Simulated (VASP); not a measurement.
# Au (P6/mmm) in VASP: further runs, part 2 of 2

VASP 6.6.1.

## (4) Single point, revPBE (volume scaled by 0.96)

The input, INCAR:

```
PREC = Accurate ; ENCUT = 520
EDIFF = 1E-6 ; ISMEAR = -1
SIGMA = 0.1 ; LREAL = F
LASPH = T ; NELM = 60
ALGO = Normal ; ISIF = 2
LWAVE = F ; LCHARG = F
GGA = RE ; NBANDS = 24
```

The input, KPOINTS:

```
Automatic mesh
0
Gamma
  9 9 12
```

The input, POSCAR:

```
Au
1.0
    4.7076672844      0.0000000000      0.0000000000
   -2.3538336422      4.0769594608      0.0000000000
    0.0000000000      0.0000000000      2.8138142136
Au
3
Direct
    1.0000000000      0.0000000000      0.0000000000
    0.3333333333      0.6666666667      0.5000000000
    0.6666666667      0.3333333333      0.5000000000
```

Potentials or basis: VASP PAW PBE potentials, release 64 (Au).

Run with:

```console
$ cat potpaw_PBE.64/Au/POTCAR > POTCAR
$ mpirun -np 1 vasp_std > vasp.out
```

OUTCAR:

```text
PREC = Accurate
   ENCUT = 520
   EDIFF = 1E-6
   ISMEAR = -1
   LREAL = F
   LASPH = T
   NELM = 60
   ISIF = 2
   GGA = RE

 ion  position               nearest neighbor table
   1  0.000  0.000  0.000-   2 3.06   3 3.06   2 3.06   3 3.06   2 3.06   2 3.06   3 3.06   3 3.06
                             3 3.06   3 3.06   2 3.06   2 3.06
   2  0.333  0.667  0.500-   3 2.72   3 2.72   3 2.72   1 3.06   1 3.06   1 3.06   1 3.06   1 3.06
                             1 3.06
   3  0.667  0.333  0.500-   2 2.72   2 2.72   2 2.72   1 3.06   1 3.06   1 3.06   1 3.06   1 3.06
                             1 3.06

  LATTYP: Found a hexagonal cell.
 ALAT       =     4.7076672844
 C/A-ratio  =     0.5977088107

  Lattice vectors:

 A1 = (   4.7076672844,   0.0000000000,   0.0000000000)
 A2 = (  -2.3538336422,   4.0769594608,   0.0000000000)
 A3 = (   0.0000000000,   0.0000000000,   2.8138142136)

Analysis of symmetry for initial positions (statically):
=====================================================================
 Subroutine PRICEL returns:
 Original cell was already a primitive cell.

 Routine SETGRP: Setting up the symmetry group for a
 hexagonal supercell.
[... 163 lines left out ...]
  ext. energy  EPLUGINS =         0.00000000
  ---------------------------------------------------
  free energy    TOTEN  =        -8.02000203 eV

  energy without entropy =       -7.99190841  energy(sigma->0) =       -8.00595522

 E-fermi :   8.6819     XC(G=0): -12.3132

 val. band max:        8.6310817902   @ k =   0.3333   0.3333   0.3333
 cond. band min:       8.7246019138   @ k =   0.2222   0.1111   0.0833
 fundamental gap:      0.0935201236
 Fermi energy:         8.6818703542

 k-point     1 :       0.0000    0.0000    0.0000
  band No.  band energies     occupation
      1      -0.6010      2.00000
      2       2.1703      2.00000
      3       3.3392      2.00000
      4       3.7793      2.00000
      5       3.8941      2.00000
      6       3.8941      2.00000
[... 637 lines left out ...]
     23      22.7315      0.00000
     24      23.1685      0.00000

 [... further k-points ...]
[... 5 lines left out ...]
  --------------------------------------------------------------------------------------
  -------------------------------------------------------------------------------------
  Total        1.9576767      1.9576767      1.2532709      0.0000000      0.0000000      0.0000000
  in kB       58.0783103     58.0783103     37.1807340      0.0000000      0.0000000      0.0000000
  external PRESSURE =      51.1124515 kB  Pullay stress =       0.0000000 kB

 VOLUME and BASIS-vectors are now :
 -----------------------------------------------------------------------------
  energy-cutoff  :      520.00
  volume of cell :       54.01
      direct lattice vectors                 reciprocal lattice vectors
     4.707667284  0.000000000  0.000000000     0.212419430  0.122640415  0.000000000
    -2.353833642  4.076959461  0.000000000     0.000000000  0.245280830  0.000000000
     0.000000000  0.000000000  2.813814214     0.000000000  0.000000000  0.355389491

 POSITION                                       TOTAL-FORCE (eV/Angst)
 -----------------------------------------------------------------------------------
      0.00000      0.00000      0.00000        -0.000000      0.000000     -0.000000
     -0.00000      2.71797      1.40691        -0.000000      0.000000      0.000000
      2.35383      1.35899      1.40691         0.000000      0.000000     -0.000000
 -----------------------------------------------------------------------------------
    total drift:                                0.000000      0.000000     -0.000000

  FREE ENERGIE OF THE ION-ELECTRON SYSTEM (eV)
  ---------------------------------------------------
  free  energy   TOTEN  =        -8.0200020274 eV

  energy  without entropy=       -7.9919084098  energy(sigma->0) =       -8.00595522
```

OSZICAR:

```text
N       E                     dE             d eps       ncg     rms          rms(c)
DAV:   1     0.200605058288E+03    0.20061E+03   -0.16580E+04  4080   0.130E+03
DAV:   2    -0.520032399893E+01   -0.20581E+03   -0.19123E+03  4456   0.291E+02
DAV:   3    -0.868762684215E+01   -0.34873E+01   -0.34647E+01  4720   0.392E+01
DAV:   4    -0.870610651517E+01   -0.18480E-01   -0.18478E-01  4720   0.303E+00
DAV:   5    -0.870629536308E+01   -0.18885E-03   -0.18885E-03  4968   0.332E-01    0.140E+01
DAV:   6    -0.806699028478E+01    0.63931E+00   -0.13620E+00  4480   0.934E+00    0.922E+00
DAV:   7    -0.802453790301E+01    0.42452E-01   -0.14631E-01  4808   0.303E+00    0.411E+00
DAV:   8    -0.802004621361E+01    0.44917E-02   -0.10131E-02  4560   0.790E-01    0.363E-01
DAV:   9    -0.801996919568E+01    0.77018E-04   -0.20796E-04  4968   0.240E-01    0.823E-02
DAV:  10    -0.801999254606E+01   -0.23350E-04   -0.24433E-05  4816   0.409E-02    0.628E-02
DAV:  11    -0.802000187532E+01   -0.93293E-05   -0.57757E-06  4840   0.238E-02    0.583E-03
DAV:  12    -0.802000202743E+01   -0.15212E-06   -0.14640E-07  2880   0.571E-03
   1 F= -.80200020E+01 E0= -.80059552E+01  d E =-.280936E-01
```

Wall time 30 s (1 thread of Intel Xeon 6975P-C (Granite Rapids), shared host); peak memory 0.23 GiB.

What came out:

| Property | Result |
| --- | --- |
| Free energy | -8.0200 eV |
| Pressure | 5.1 GPa |

Caveat: the cell differs from its parent crystal (volume scaled by 0.96); the PAW data sets were made with another functional, which shifts forces and pressure a little; spin-orbit coupling is left out, which moves the levels of the heavy elements.

## (5) Single point, revPBE

This run uses another cell than the first one, of 18.75 Å³/atom, 1.136 times its volume.

The input, INCAR:

```
PREC = Accurate
ENCUT = 520
EDIFF = 1E-6
ISMEAR = -1
SIGMA = 0.1
LREAL = False
LASPH = True
NELM = 80
ALGO = Normal
ISIF = 2
LWAVE = False
LCHARG = True
GGA = RE
LELF = True
LVHAR = True
NBANDS = 24
```

The input, KPOINTS:

```
regular mesh
0
Gamma
  9 9 12
```

The input, POSCAR:

```
Au
1.0
    4.7721638919      0.0000000000      0.0000000000
   -2.3860819460      4.1328151614      0.0000000000
    0.0000000000      0.0000000000      2.8523644042
Au
3
Direct
    1.0000000000      0.0000000000      0.0000000000
    0.3333333333      0.6666666667      0.5000000000
    0.6666666667      0.3333333333      0.5000000000
```

Potentials or basis: VASP PAW PBE potentials, release 64 (Au).

Run with:

```console
$ cat potpaw_PBE.64/Au/POTCAR > POTCAR
$ mpirun -np 1 vasp_std > vasp.out
```

OUTCAR:

```text
PREC = Accurate
   ENCUT = 520
   EDIFF = 1E-6
   ISMEAR = -1
   LREAL = False
   LASPH = True
   NELM = 80
   ISIF = 2
   GGA = RE

 ion  position               nearest neighbor table
   1  0.000  0.000  0.000-   2 3.10   3 3.10   2 3.10   3 3.10   3 3.10   3 3.10   2 3.10   2 3.10
                             3 3.10   3 3.10   2 3.10   2 3.10
   2  0.333  0.667  0.500-   3 2.76   3 2.76   3 2.76   1 3.10   1 3.10   1 3.10   1 3.10   1 3.10
                             1 3.10
   3  0.667  0.333  0.500-   2 2.76   2 2.76   2 2.76   1 3.10   1 3.10   1 3.10   1 3.10   1 3.10
                             1 3.10

[... 840 lines left out ...]

 [... further k-points ...]
[... 5 lines left out ...]
  --------------------------------------------------------------------------------------
  -------------------------------------------------------------------------------------
  Total        0.1079792      0.1079792     -0.5513599     -0.0000000      0.0000000      0.0000000
  in kB        3.0752780      3.0752780    -15.7028851     -0.0000000      0.0000000      0.0000000
  external PRESSURE =      -3.1841097 kB  Pullay stress =       0.0000000 kB

 VOLUME and BASIS-vectors are now :
 -----------------------------------------------------------------------------
  energy-cutoff  :      520.00
  volume of cell :       56.26
      direct lattice vectors                 reciprocal lattice vectors
     4.772163892  0.000000000  0.000000000     0.209548545  0.120982909  0.000000000
    -2.386081946  4.132815161  0.000000000     0.000000000  0.241965818  0.000000000
     0.000000000  0.000000000  2.852364404     0.000000000  0.000000000  0.350586341

 POSITION                                       TOTAL-FORCE (eV/Angst)
 -----------------------------------------------------------------------------------
      0.00000      0.00000      0.00000        -0.000000      0.000000      0.000000
     -0.00000      2.75521      1.42618        -0.000000      0.000000      0.000000
      2.38608      1.37761      1.42618         0.000000     -0.000000      0.000000
 -----------------------------------------------------------------------------------
    total drift:                                0.000000      0.000000     -0.000000

  FREE ENERGIE OF THE ION-ELECTRON SYSTEM (eV)
  ---------------------------------------------------
  free  energy   TOTEN  =        -8.0535993276 eV

  energy  without entropy=       -8.0241997641  energy(sigma->0) =       -8.03889955
```

stdout:

```text
POSCAR found type information on POSCAR Au
 POSCAR found :  1 types and       3 ions
 scaLAPACK will be used
 -----------------------------------------------------------------------------
|                                                                             |
|                                                                             |
|     You enforced a specific xc type in the INCAR file but a different       |
|     I HOPE YOU KNOW WHAT YOU ARE DOING!                                     |
|                                                                             |
 -----------------------------------------------------------------------------

 LDA part: xc-table for (Slater+PW92), standard interpolation
 POSCAR, INCAR and KPOINTS ok, starting setup
 FFT: planning ... GRIDC
 FFT: planning ... GRID_SOFT
 FFT: planning ... GRID
 WAVECAR not read
 entering main loop
```

Wall time 30 s (1 thread of Intel Xeon 6975P-C (Granite Rapids), shared host); peak memory 0.23 GiB.

What came out:

| Item | Value |
| --- | --- |
| Free energy | -8.0536 eV |
| Pressure | -0.3 GPa |

Stress tensor (GPa, compression positive):
```
 0.31  0.00  0.00
 0.00  0.31  0.00
 0.00  0.00 -1.57
```

Levels at points of the mesh, in eV from the Fermi level:
| k point | band 13 | band 14 | band 15 | band 16 | band 17 | band 18 | band 19 | band 20 |
| --- | --- | --- | --- | --- | --- | --- | --- | --- |
| (0.00, 0.00, 0.00) | -3.19 | -3.19 | -1.83 | -1.83 | 2.63 | 3.44 | 5.04 | 5.04 |
| (0.00, 0.00, 0.50) | -2.09 | -2.09 | -1.23 | 0.02 | 0.38 | 6.39 | 6.55 | 7.10 |

Caveat: the PAW data sets were made with another functional, which shifts forces and pressure a little; spin-orbit coupling is left out, which moves the levels of the heavy elements.

## (6) Single point, revPBE (volume scaled by 1.04)

The input, INCAR:

```
PREC = Accurate
ENCUT = 520
EDIFF = 1E-6
ISMEAR = -1
SIGMA = 0.1
LREAL = F
LASPH = T
NELM = 80
ALGO = Normal
ISIF = 2
LWAVE = F
LCHARG = F
GGA = RE
NBANDS = 24
```

The input, KPOINTS:

```
Automatic mesh
0
Gamma
  9 9 12
```

The input, POSCAR:

```
Au
1.0
    4.8349627237      0.0000000000      0.0000000000
   -2.4174813619      4.1872005450      0.0000000000
    0.0000000000      0.0000000000      2.8898998192
Au
3
Direct
    1.0000000000      0.0000000000      0.0000000000
    0.3333333333      0.6666666667      0.5000000000
    0.6666666667      0.3333333333      0.5000000000
```

Potentials or basis: VASP PAW PBE potentials, release 64 (Au).

Run with:

```console
$ cat potpaw_PBE.64/Au/POTCAR > POTCAR
$ mpirun -np 1 vasp_std > vasp.out
```

OUTCAR:

```text
PREC = Accurate
   ENCUT = 520
   EDIFF = 1E-6
   ISMEAR = -1
   LREAL = F
   LASPH = T
   NELM = 80
   ISIF = 2
   GGA = RE

 ion  position               nearest neighbor table
   1  0.000  0.000  0.000-   2 3.14   3 3.14   2 3.14   3 3.14   2 3.14   2 3.14   3 3.14   3 3.14
                             3 3.14   3 3.14   2 3.14   2 3.14
   2  0.333  0.667  0.500-   3 2.79   3 2.79   3 2.79   1 3.14   1 3.14   1 3.14   1 3.14   1 3.14
                             1 3.14
   3  0.667  0.333  0.500-   2 2.79   2 2.79   2 2.79   1 3.14   1 3.14   1 3.14   1 3.14   1 3.14
                             1 3.14

  LATTYP: Found a hexagonal cell.
 ALAT       =     4.8349627237
 C/A-ratio  =     0.5977088107

  Lattice vectors:

 A1 = (   4.8349627237,   0.0000000000,   0.0000000000)
 A2 = (  -2.4174813619,   4.1872005450,   0.0000000000)
 A3 = (   0.0000000000,   0.0000000000,   2.8898998192)

Analysis of symmetry for initial positions (statically):
=====================================================================
 Subroutine PRICEL returns:
 Original cell was already a primitive cell.

 Routine SETGRP: Setting up the symmetry group for a
 hexagonal supercell.

 Subroutine GETGRP returns: Found 24 space group operations
 (whereof 24 operations were pure point group operations)
 out of a pool of 24 trial point group operations.

The static configuration has the point symmetry D_6h.

Analysis of symmetry for dynamics (positions and initial velocities):
=====================================================================
 Subroutine PRICEL returns:
 Original cell was already a primitive cell.

 Routine SETGRP: Setting up the symmetry group for a
 hexagonal supercell.

 Subroutine GETGRP returns: Found 24 space group operations
 (whereof 24 operations were pure point group operations)
 out of a pool of 24 trial point group operations.

[... 112 lines left out ...]
   PSTRESS=    0.0 pullay stress
   NELECT =      33.0000    total number of electrons
   NUPDOWN=      -1.0000    fix difference up-down
   EMIN   =  10.00;   EMAX   =-10.00  energy-range for DOS
   EFERMI =   0.00;   METHOD = LEGACY
   ISMEAR =    -1;   SIGMA  =   0.10  broadening in eV -4-tet -1-fermi 0-gaus
   EFERMI_NEDOS =   21; number of points for ismear=-14 and -15
   IALGO  =     38    algorithm
   IMIX   =      4    mixing-type and parameters
     AMIX     =   0.40;   BMIX     =  1.00
     AMIX_MAG =   1.60;   BMIX_MAG =  1.00
  volume/ion in A,a.u.               =      19.50       131.61
  Fermi-wavevector in a.u.,A,eV,Ry     =   1.352632  2.556103 24.893392  1.829613
  Thomas-Fermi vector in A             =   2.479954
   LORBIT       =      0    0 simple, 1 ext, 2 COOP (PROOUT), +10 PAW based schemes
   GGA     = RE    functional components
   LHFCALC =     F    Hartree Fock is set to
   AEXX    =    0.0000 exact exchange contribution
   IVDW    =     0    specifies the selected vdW correction
   LEPSILON=     F    determine dielectric tensor
   LRPA    =     F    only Hartree local field effects (RPA)
 non-spin polarized calculation
  energy-cutoff  :      520.00
  volume of cell :       58.51
 maximum number of plane-waves:      1596
 NGX is ok and might be reduce to    36
   NGX = 17   NGY = 17   NGZ = 11

 number of electron      32.9999995 magnetization

 Free energy of the ion-electron system (eV)
  ---------------------------------------------------
  ext. energy  EPLUGINS =         0.00000000
  ---------------------------------------------------
  free energy    TOTEN  =        -8.02082816 eV

  energy without entropy =       -7.99036859  energy(sigma->0) =       -8.00559837

 E-fermi :   7.4816     XC(G=0): -11.8364

 val. band max:        7.4727184663   @ k =   0.2222   0.1111   0.0833
 cond. band min:       7.4825065398   @ k =   0.0000   0.0000   0.5000
 fundamental gap:      0.0097880735
 Fermi energy:         7.4815981572

 k-point     1 :       0.0000    0.0000    0.0000
  band No.  band energies     occupation
      1      -1.0236      2.00000
      2       1.6004      2.00000
      3       2.6140      2.00000
      4       3.0078      2.00000
      5       3.1384      2.00000
      6       3.1384      2.00000
[... 637 lines left out ...]
     23      21.2460      0.00000
     24      21.5187      0.00000

 [... further k-points ...]
[... 5 lines left out ...]
  --------------------------------------------------------------------------------------
  -------------------------------------------------------------------------------------
  Total       -1.4000868     -1.4000868     -2.0113732      0.0000000      0.0000000     -0.0000000
  in kB      -38.3412155    -38.3412155    -55.0812207      0.0000000      0.0000000     -0.0000000
  external PRESSURE =     -43.9212172 kB  Pullay stress =       0.0000000 kB

 VOLUME and BASIS-vectors are now :
 -----------------------------------------------------------------------------
  energy-cutoff  :      520.00
  volume of cell :       58.51
      direct lattice vectors                 reciprocal lattice vectors
     4.834962724  0.000000000  0.000000000     0.206826827  0.119411524  0.000000000
    -2.417481362  4.187200545  0.000000000     0.000000000  0.238823049  0.000000000
     0.000000000  0.000000000  2.889899819     0.000000000  0.000000000  0.346032756

 POSITION                                       TOTAL-FORCE (eV/Angst)
 -----------------------------------------------------------------------------------
      0.00000      0.00000      0.00000        -0.000000      0.000000      0.000000
     -0.00000      2.79147      1.44495        -0.000000      0.000000     -0.000000
      2.41748      1.39573      1.44495         0.000000      0.000000      0.000000
 -----------------------------------------------------------------------------------
    total drift:                                0.000000      0.000000     -0.000000

  FREE ENERGIE OF THE ION-ELECTRON SYSTEM (eV)
  ---------------------------------------------------
  free  energy   TOTEN  =        -8.0208281600 eV

  energy  without entropy=       -7.9903685862  energy(sigma->0) =       -8.00559837
```

OSZICAR:

```text
N       E                     dE             d eps       ncg     rms          rms(c)
DAV:   1     0.197632209182E+03    0.19763E+03   -0.16340E+04  4104   0.128E+03
DAV:   2    -0.505006899404E+01   -0.20268E+03   -0.18738E+03  4424   0.287E+02
DAV:   3    -0.864676818188E+01   -0.35967E+01   -0.35687E+01  4784   0.392E+01
DAV:   4    -0.866683838039E+01   -0.20070E-01   -0.20069E-01  4720   0.310E+00
DAV:   5    -0.866705126712E+01   -0.21289E-03   -0.21288E-03  4968   0.349E-01    0.109E+01
DAV:   6    -0.805196255490E+01    0.61509E+00   -0.14406E+00  4520   0.938E+00    0.760E+00
DAV:   7    -0.802341664834E+01    0.28546E-01   -0.98999E-02  4800   0.240E+00    0.395E+00
DAV:   8    -0.802083310422E+01    0.25835E-02   -0.56154E-03  4672   0.543E-01    0.314E-01
DAV:   9    -0.802078743869E+01    0.45666E-04   -0.10990E-04  4904   0.162E-01    0.682E-02
DAV:  10    -0.802081868283E+01   -0.31244E-04   -0.25109E-05  4768   0.410E-02    0.609E-02
DAV:  11    -0.802082822102E+01   -0.95382E-05   -0.68246E-06  4776   0.218E-02    0.242E-03
DAV:  12    -0.802082815996E+01    0.61059E-07   -0.92252E-08  2784   0.382E-03
   1 F= -.80208282E+01 E0= -.80055984E+01  d E =-.304596E-01
```

Run time: 29 s. Hardware: 1 thread of Intel Xeon 6975P-C (Granite Rapids), shared host; peak memory 0.23 GiB.

Results:

* Free energy: -8.0208 eV
* Pressure: -4.4 GPa

Stress tensor (GPa, compression positive):
```
-3.83  0.00  0.00
 0.00 -3.83  0.00
 0.00  0.00 -5.51
```

Caveat: the cell differs from its parent crystal (volume scaled by 1.04); the PAW data sets were made with another functional, which shifts forces and pressure a little; spin-orbit coupling is left out, which moves the levels of the heavy elements.

## (7) The runs side by side

```tsv
cell	gap on the mesh (eV)	pressure (GPa)
a = 4.573, b = 4.573, c = 2.733 Å, angles 90.0, 90.0, 120.0°, 3 atoms	none	21.8
a = 4.641, b = 4.641, c = 2.774 Å, angles 90.0, 90.0, 120.0°, 3 atoms	none	12.3
a = 4.708, b = 4.708, c = 2.814 Å, angles 90.0, 90.0, 120.0°, 3 atoms	none	5.1
a = 4.772, b = 4.772, c = 2.852 Å, angles 90.0, 90.0, 120.0°, 3 atoms	none	-0.3
a = 4.835, b = 4.835, c = 2.890 Å, angles 90.0, 90.0, 120.0°, 3 atoms	none	-4.4
```

Alike in all rows: task single point; level revPBE; potentials or basis VASP PAW PBE potentials, release 64 (Au); no spin polarisation; k mesh 9 × 9 × 12; cutoff (eV) 520; smearing fermi-dirac 0.1 eV.

Caveats: the PAW data sets were made with another functional, which shifts forces and pressure a little; spin-orbit coupling is left out, which moves the levels of the heavy elements.

Total energies depend on the potentials used, so only differences within one code and one set of settings carry meaning.
